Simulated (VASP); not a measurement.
# MgS (I4/mmm) in VASP: a series of runs

The runs below take MgS through single point, with PBE.

All numbers are computed with VASP 6.6.1; they aren't measurements. Logs are shortened: lines on timing, memory, paths and dates and some standing lists are left out, and cuts for length are marked.

## (1) The cell of the first run

Symmetry: I4/mmm, No. 139, tetragonal system. Conventional cell: a = 3.679 Å, b = 3.679 Å, c = 5.463 Å, α = 90.00°, β = 90.00°, γ = 90.00°. Mg (site symmetry 4/mmm) has 6 S at 2.60 to 2.73 Å within 3.4 Å. Within 3.4 Å of S (site symmetry 4/mmm) lie 6 Mg at 2.60 to 2.73 Å.

## (2) Single point, PBE (strain +0.000 along x and y, +0.050 along z)

Contents of INCAR:

```
SYSTEM = MgS
PREC = Accurate
ENCUT = 520
EDIFF = 1E-6
ISMEAR = 0
SIGMA = 0.05
LREAL = .False.
LASPH = .True.
NELM = 60
ALGO = Normal
ISIF = 2
LWAVE = .False.
LCHARG = .False.
GGA = PE
NBANDS = 11
```

Contents of KPOINTS:

```
regular mesh
0
Gamma
  8 8 8
  0 0 0
```

Contents of POSCAR:

```
MgS
1.0
    0.0000000000      2.6016500000      2.7317325000
    2.6016500000      0.0000000000      2.7317325000
    2.6016500000      2.6016500000      0.0000000000
Mg S
1 1
Direct
    0.0000000000      0.0000000000      0.0000000000
    0.5000000000      0.5000000000      0.5000000000
```

Potentials or basis: VASP PAW PBE potentials, release 64 (Mg, S).

The run is started by

```
cat potpaw_PBE.64/Mg/POTCAR potpaw_PBE.64/S/POTCAR > POTCAR
mpirun -np 1 vasp_std > vasp.out
```

OUTCAR:

```text
SYSTEM = MgS
   PREC = Accurate
   ENCUT = 520
   EDIFF = 1E-6
   ISMEAR = 0
   LREAL = .False.
   LASPH = .True.
   NELM = 60
   ISIF = 2
   GGA = PE

 ion  position               nearest neighbor table
   1  0.000  0.000  0.000-   2 2.60   2 2.60   2 2.60   2 2.60   2 2.73   2 2.73
   2  0.500  0.500  0.500-   1 2.60   1 2.60   1 2.60   1 2.60   1 2.73   1 2.73

  LATTYP: Found a body centered tetragonal cell.
 ALAT       =     3.6792887145
 C/A-ratio  =     1.4849242405

  Lattice vectors:

 A1 = (  -2.6016500000,   0.0000000000,   2.7317325000)
 A2 = (   2.6016500000,   0.0000000000,   2.7317325000)
 A3 = (   0.0000000000,   2.6016500000,  -2.7317325000)

Analysis of symmetry for initial positions (statically):
=====================================================================
 Subroutine PRICEL returns:
 Original cell was already a primitive cell.

 Routine SETGRP: Setting up the symmetry group for a
 body centered tetragonal supercell.

 Subroutine GETGRP returns: Found 16 space group operations
 (whereof 16 operations were pure point group operations)
 out of a pool of 16 trial point group operations.

The static configuration has the point symmetry D_4h.

Analysis of symmetry for dynamics (positions and initial velocities):
=====================================================================
 Subroutine PRICEL returns:
 Original cell was already a primitive cell.

 Routine SETGRP: Setting up the symmetry group for a
 body centered tetragonal supercell.

 Subroutine GETGRP returns: Found 16 space group operations
 (whereof 16 operations were pure point group operations)
 out of a pool of 16 trial point group operations.

The dynamic configuration has the point symmetry D_4h.

 Subroutine INISYM returns: Found 16 space group operations
 (whereof 16 operations are pure point group operations),
 and found     1 'primitive' translations

----------------------------------------------------------------------------------------

                                     Primitive cell

  volume of cell :      36.9799

  direct lattice vectors                    reciprocal lattice vectors
     0.000000000  2.601650000  2.731732500    -0.192185728  0.192185728  0.183034027
     2.601650000  0.000000000  2.731732500     0.192185728 -0.192185728  0.183034027
     2.601650000  2.601650000  0.000000000     0.192185728  0.192185728 -0.183034027

  length of vectors
     3.772392500  3.772392500  3.679288715     0.327676919  0.327676919  0.327676919

  position of ions in fractional coordinates (direct lattice)
     0.000000000  0.000000000  0.000000000
     0.500000000  0.500000000  0.500000000

  ion indices of the primitive-cell ions
   primitive index   ion index
                 1           1
                 2           2

----------------------------------------------------------------------------------------

 KPOINTS: regular mesh

Automatic generation of k-mesh.
 Grid dimensions read from file:
 generate k-points for:    8    8    8

 Generating k-lattice:

  Cartesian coordinates                     Fractional coordinates (reciprocal lattice)
    -0.024023216  0.024023216  0.022879253     0.125000000  0.000000000  0.000000000
     0.024023216 -0.024023216  0.022879253     0.000000000  0.125000000  0.000000000
     0.024023216  0.024023216 -0.022879253    -0.000000000 -0.000000000  0.125000000

  Length of vectors
     0.040959615  0.040959615  0.040959615

  Shift w.r.t. Gamma in fractional coordinates (k-lattice)
     0.000000000  0.000000000  0.000000000

 Subroutine IBZKPT returns following result:
 ===========================================

 Found     59 irreducible k-points:

 Following reciprocal coordinates:
            Coordinates               Weight
  0.000000  0.000000  0.000000      1.000000
  0.125000  0.000000  0.000000      8.000000
  0.250000  0.000000  0.000000      8.000000
  0.375000  0.000000  0.000000      8.000000
  0.500000  0.000000  0.000000      4.000000
  0.125000  0.125000  0.000000      2.000000
[... 16 lines left out ...]
  0.250000  0.000000  0.125000     16.000000
  0.375000  0.000000  0.125000     16.000000
 [... further k-points ...]
   k-points           NKPTS =     59   k-points in BZ     NKDIM =     59   number of bands    NBANDS=     11
   number of dos      NEDOS =    301   number of ions     NIONS =      2
   total plane-waves  NPLWV =  21952
   dimension x,y,z NGX =    28 NGY =   28 NGZ =   28
   dimension x,y,z NGXF=    56 NGYF=   56 NGZF=   56
   ions per type =               1   1
   NGX,Y,Z   is equivalent  to a cutoff of  12.34, 12.34, 12.65 a.u.
   NGXF,Y,Z  is equivalent  to a cutoff of  24.68, 24.68, 25.30 a.u.
 SYSTEM =  MgS
   PREC   = accura    normal or accurate (medium, high low for compatibility)
   ISTART =      0    job   : 0-new  1-cont  2-samecut
   ICHARG =      2    charge: 1-file 2-atom 10-const
   ISPIN  =      1    spin polarized calculation?
   LNONCOLLINEAR =      F non collinear calculations
   LSORBIT =      F    spin-orbit coupling
   LASPH  =      T    aspherical Exc in radial PAW
   ENCUT  =  520.0 eV  38.22 Ry    6.18 a.u.   7.01  7.01  6.84*2*pi/ulx,y,z
   NELM   =     60;   NELMIN=  2; NELMDL= -5     # of ELM steps
   EDIFF  = 0.1E-05   stopping-criterion for ELM
   LREAL  =      F    real-space projection
   EDIFFG = 0.1E-04   stopping-criterion for IOM
   NSW    =      0    number of steps for IOM
   IBRION =     -1    ionic relax: 0-MD 1-quasi-New 2-CG
   NFREE  =      0    steps in history (QN), initial steepest desc. (CG)
   ISIF   =      2    stress and relaxation
   ISYM   =      2    0-nonsym 1-usesym 2-fastsym
   POTIM  = 0.5000    time-step for ionic-motion
   TEBEG  =    0.0;   TEEND  =   0.0 temperature during run
   PSTRESS=    0.0 pullay stress
   NELECT =       8.0000    total number of electrons
   NUPDOWN=      -1.0000    fix difference up-down
   EMIN   =  10.00;   EMAX   =-10.00  energy-range for DOS
   EFERMI =   0.00;   METHOD = LEGACY
   ISMEAR =     0;   SIGMA  =   0.05  broadening in eV -4-tet -1-fermi 0-gaus
   EFERMI_NEDOS =   21; number of points for ismear=-14 and -15
   IALGO  =     38    algorithm
   IMIX   =      4    mixing-type and parameters
     AMIX     =   0.40;   BMIX     =  1.00
     AMIX_MAG =   1.60;   BMIX_MAG =  1.00
  volume/ion in A,a.u.               =      18.49       124.78
  Fermi-wavevector in a.u.,A,eV,Ry     =   0.982765  1.857156 13.140865  0.965826
  Thomas-Fermi vector in A             =   2.113872
   LORBIT       =      0    0 simple, 1 ext, 2 COOP (PROOUT), +10 PAW based schemes
   GGA     = PE    functional components
   LHFCALC =     F    Hartree Fock is set to
   AEXX    =    0.0000 exact exchange contribution
   IVDW    =     0    specifies the selected vdW correction
   LEPSILON=     F    determine dielectric tensor
   LRPA    =     F    only Hartree local field effects (RPA)
 non-spin polarized calculation
 Gauss-broadening in eV      SIGMA  =   0.05
  energy-cutoff  :      520.00
  volume of cell :       36.98
 maximum number of plane-waves:      1014
   NGX = 13   NGY = 13   NGZ = 13

 number of electron       8.0000002 magnetization

 Free energy of the ion-electron system (eV)
  ---------------------------------------------------
  ext. energy  EPLUGINS =         0.00000000
  ---------------------------------------------------
  free energy    TOTEN  =        -8.47821991 eV

  energy without entropy =       -8.47821991  energy(sigma->0) =       -8.47821991

 E-fermi :   3.6517     XC(G=0):  -9.4851

 val. band max:        3.4212396303   @ k =   0.0000   0.0000   0.0000
 cond. band min:       5.9084701318   @ k =   0.5000   0.0000   0.5000
 fundamental gap:      2.4872305015
 Fermi energy:         3.6517384471

 k-point     1 :       0.0000    0.0000    0.0000
  band No.  band energies     occupation
      1      -9.1049      2.00000
      2       3.2309      2.00000
      3       3.2309      2.00000
      4       3.4212      2.00000
      5       6.6384      0.00000
      6      10.9664      0.00000
      7      11.4574      0.00000
      8      11.4574      0.00000
      9      13.2489      0.00000
     10      13.9114      0.00000
     11      15.2436      0.00000

 k-point     2 :       0.1250    0.0000    0.0000
  band No.  band energies     occupation
      1      -8.9654      2.00000
      2       2.2677      2.00000
      3       3.1626      2.00000
      4       3.2536      2.00000
      5       7.4565      0.00000
      6      10.9017      0.00000
      7      11.3205      0.00000
      8      11.7057      0.00000
      9      12.6887      0.00000
     10      13.1645      0.00000
     11      15.5740      0.00000

 k-point     3 :       0.2500    0.0000    0.0000
  band No.  band energies     occupation
      1      -8.5906      2.00000
      2       0.6030      2.00000
      3       2.9981      2.00000
      4       3.0114      2.00000
      5       8.0613      0.00000
      6      10.7671      0.00000
      7      11.3474      0.00000
      8      11.3609      0.00000
      9      13.4748      0.00000
     10      13.5459      0.00000
     11      14.9159      0.00000
[... 267 lines left out ...]
 k-point    23 :       0.2500    0.0000    0.1250
  band No.  band energies     occupation
      1      -8.6105      2.00000
      2       1.0114      2.00000
      3       2.6693      2.00000
      4       2.8534      2.00000
      5       8.5110      0.00000
      6      10.1160      0.00000
      7      10.7909      0.00000
      8      11.8541      0.00000
      9      12.8922      0.00000
     10      14.2105      0.00000
     11      16.2510      0.00000

 k-point    24 :       0.3750    0.0000    0.1250
  band No.  band energies     occupation
      1      -8.1779      2.00000
      2      -0.3175      2.00000
      3       2.4803      2.00000
      4       2.5522      2.00000
      5       8.4111      0.00000
      6       9.9446      0.00000
      7      11.1117      0.00000
      8      11.4238      0.00000
      9      14.3087      0.00000
     10      16.0146      0.00000
     11      16.1357      0.00000

 [... further k-points ...]

------------------------ aborting loop because EDIFF is reached ----------------------------------------

  FORCE on cell =-STRESS in cart. coord.  units (eV):
  Direction    XX          YY          ZZ          XY          YZ          ZX
  --------------------------------------------------------------------------------------
  -------------------------------------------------------------------------------------
  Total       -0.2500638     -0.2500638     -1.0742462      0.0000000     -0.0000000      0.0000000
  in kB      -10.8341686    -10.8341686    -46.5423702      0.0000000     -0.0000000      0.0000000
  external PRESSURE =     -22.7369024 kB  Pullay stress =       0.0000000 kB

 VOLUME and BASIS-vectors are now :
 -----------------------------------------------------------------------------
  energy-cutoff  :      520.00
  volume of cell :       36.98
      direct lattice vectors                 reciprocal lattice vectors
     0.000000000  2.601650000  2.731732500    -0.192185728  0.192185728  0.183034027
     2.601650000  0.000000000  2.731732500     0.192185728 -0.192185728  0.183034027
     2.601650000  2.601650000  0.000000000     0.192185728  0.192185728 -0.183034027

 POSITION                                       TOTAL-FORCE (eV/Angst)
 -----------------------------------------------------------------------------------
      0.00000      0.00000      0.00000        -0.000000     -0.000000      0.000000
      2.60165      2.60165      2.73173         0.000000      0.000000      0.000000
 -----------------------------------------------------------------------------------
    total drift:                                0.000000      0.000000      0.000000

  FREE ENERGIE OF THE ION-ELECTRON SYSTEM (eV)
  ---------------------------------------------------
  free  energy   TOTEN  =        -8.4782199053 eV

  energy  without entropy=       -8.4782199053  energy(sigma->0) =       -8.47821991
```

Wall time 10 s (1 thread of Intel Xeon 6975P-C (Granite Rapids), shared host); peak memory 0.17 GiB.

Results:

```yaml
Free_energy: -8.4782 eV
Pressure: -2.3 GPa
Band_gap_on_the_k_mesh: 2.49 eV, indirect (least direct gap 3.22 eV)
```

Caveat: the cell differs from its parent crystal (strain +0.000 along x and y, +0.050 along z).

## (3) Single point, PBE (strain +0.025 along x and y, +0.000 along z)

Contents of INCAR:

```
SYSTEM = MgS
ALGO = Normal
EDIFF = 1E-6
ENCUT = 520
GGA = PE
ISIF = 2
ISMEAR = 0
LASPH = .True.
LCHARG = .True.
LELF = .True.
LREAL = .False.
LVHAR = .True.
LWAVE = .False.
NBANDS = 11
NELM = 100
PREC = Accurate
SIGMA = 0.05
```

Contents of KPOINTS:

```
k-points
0
Gamma
  8 8 8
  0 0 0
```

Contents of POSCAR:

```
MgS
1.0
    0.0000000000      2.6666912500      2.6016500000
    2.6666912500      0.0000000000      2.6016500000
    2.6666912500      2.6666912500      0.0000000000
Mg S
1 1
Direct
    0.0000000000      0.0000000000      0.0000000000
    0.5000000000      0.5000000000      0.5000000000
```

Potentials or basis: VASP PAW PBE potentials, release 64 (Mg, S).

The run is started by

```
cat potpaw_PBE.64/Mg/POTCAR potpaw_PBE.64/S/POTCAR > POTCAR
mpirun -np 1 vasp_std > vasp.out
```

It took 9.5 s on 1 thread of Intel Xeon 6975P-C (Granite Rapids), shared host; peak memory 0.17 GiB.

The run converged. Its results:

```
Free energy            : -8.4878 eV
Pressure               : -2.6 GPa
Band gap on the k mesh : 2.56 eV, indirect (least direct gap 3.30 eV)
```

Stress tensor (GPa, compression positive):
```
-3.22  0.00  0.00
 0.00 -3.22  0.00
 0.00  0.00 -1.21
```

Levels at points of the mesh, in eV from the valence-band top:
| k point | band 2 | band 3 | band 4 | band 5 | band 6 | band 7 |
| --- | --- | --- | --- | --- | --- | --- |
| (0.00, 0.00, 0.00) | -0.11 | 0.00 | 0.00 | 3.30 | 7.87 | 7.87 |
| (0.50, 0.00, 0.00) | -4.61 | -0.60 | -0.54 | 4.43 | 6.68 | 6.95 |
| (0.50, 0.50, 0.00) | -3.96 | -1.68 | -1.68 | 2.56 | 4.45 | 11.66 |
| (0.50, 0.00, 0.50) | -3.98 | -1.68 | -1.47 | 2.67 | 4.53 | 11.40 |

Caveat: the cell differs from its parent crystal (strain +0.025 along x and y, +0.000 along z). A k mesh can miss the band edges.

## (4) Single point, PBE (strain +0.025 along x and y, +0.050 along z)

Contents of INCAR:

```
  ALGO = Normal
  EDIFF = 1E-6
  ENCUT = 520
  GGA = PE
  ISIF = 2
  ISMEAR = 0
  LASPH = True
  LCHARG = False
  LREAL = False
  LWAVE = False
  NBANDS = 11
  NELM = 100
  PREC = Accurate
  SIGMA = 0.05
```

Contents of KPOINTS:

```
k-points
0
Gamma
  8 8 8
```

Contents of POSCAR:

```
MgS
1.0
    0.0000000000      2.6666912500      2.7317325000
    2.6666912500      0.0000000000      2.7317325000
    2.6666912500      2.6666912500      0.0000000000
Mg S
1 1
Direct
    0.0000000000      0.0000000000      0.0000000000
    0.5000000000      0.5000000000      0.5000000000
```

The run is started by

```
cat potpaw_PBE.64/Mg/POTCAR potpaw_PBE.64/S/POTCAR > POTCAR
mpirun -np 1 vasp_std > vasp.out
```

Run time: 9.2 s. Hardware: 1 thread of Intel Xeon 6975P-C (Granite Rapids), shared host; peak memory 0.16 GiB.

The run converged. Its results:

```yaml
Free_energy: -8.4421 eV
Pressure: -5.4 GPa
Band_gap_on_the_k_mesh: 2.46 eV, indirect (least direct gap 2.92 eV)
```

Stress tensor (GPa, compression positive):
```
-4.94  0.00  0.00
 0.00 -4.94  0.00
 0.00  0.00 -6.23
```

Levels at points of the mesh, in eV from the valence-band top:
| k point | band 1 | band 2 | band 3 | band 4 | band 5 | band 6 | band 7 | band 8 | band 9 |
| --- | --- | --- | --- | --- | --- | --- | --- | --- | --- |
| (0.00, 0.00, 0.00) | -12.21 | -0.10 | -0.10 | 0.00 | 2.92 | 7.78 | 8.01 | 8.01 | 10.00 |
| (0.50, 0.00, 0.00) | -11.14 | -4.40 | -0.58 | -0.52 | 4.33 | 6.61 | 6.83 | 8.99 | 11.57 |
| (0.50, 0.50, 0.00) | -10.90 | -3.78 | -1.48 | -1.48 | 2.57 | 4.65 | 10.83 | 12.43 | 12.43 |
| (0.50, 0.00, 0.50) | -10.82 | -3.77 | -1.67 | -1.47 | 2.46 | 4.57 | 11.08 | 11.97 | 12.47 |

Caveat: the cell differs from its parent crystal (strain +0.025 along x and y, +0.050 along z).

## (5) Overview

```csv
cell,gap on the mesh (eV),pressure (GPa)
"a = 3.772, b = 3.772, c = 3.679 Å, angles 60.8, 60.8, 58.4°, 2 atoms",2.49,-2.3
"a = 3.726, b = 3.726, c = 3.771 Å, angles 59.6, 59.6, 60.8°, 2 atoms",2.56,-2.6
"a = 3.818, b = 3.818, c = 3.771 Å, angles 60.4, 60.4, 59.2°, 2 atoms",2.46,-5.4
```

Alike in all rows: task single point; level PBE; potentials or basis VASP PAW PBE potentials, release 64 (Mg, S); no spin polarisation; k mesh 8 × 8 × 8; cutoff (eV) 520; smearing gaussian 0.05 eV.

Absolute energies hang on the potentials; compare differences alone.
